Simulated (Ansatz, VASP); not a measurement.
**Two plane-wave programs on BaRe2**

```xyz
3
Lattice="4.1124 0.0000 0.0000 -2.0562 3.5615 0.0000 0.0000 0.0000 5.3458" Properties=species:S:1:pos:R:3 pbc="T T T"
Ba    0.0000    0.0000    0.0000
Re    0.0000    2.3743    2.6729
Re    2.0562    1.1872    2.6729
```

Alike in both runs: functional LDA; k mesh 5 × 5 × 5; occupations tetrahedron; no spin polarisation.

Ansatz relaxed the structure, and its values are those at the end. VASP's run is a single point on that final structure, the one shown.

```csv
,VASP,Ansatz
version,VASP 6.6.1,Ansatz 0.2.0
potentials or method,"VASP PAW LDA potentials, release 64 (Ba_sv, Re), cutoff 520 eV",PAW plane waves
valence electrons in the cell,24,40
```

```csv
,VASP,Ansatz,Ansatz less VASP
gap on the k mesh at the Fermi level (eV),none,none,-
pressure (GPa),-0.1,0.0,+0.13
```

LDA's correlation is that of Perdew and Zunger in VASP and of Perdew and Wang (1992) in Ansatz. A gap of «none» marks a metal or a gap that the smearing closes. VASP's potentials hold 24 valence electrons a cell and Ansatz's 40, so a difference there can come from the potentials and not from the codes. Ansatz's warnings: band table not solved further, forces under tetrahedra, structure snapped to symmetry, tetrahedron derivatives may miss energy slope.

Neither program's run includes spin-orbit coupling.
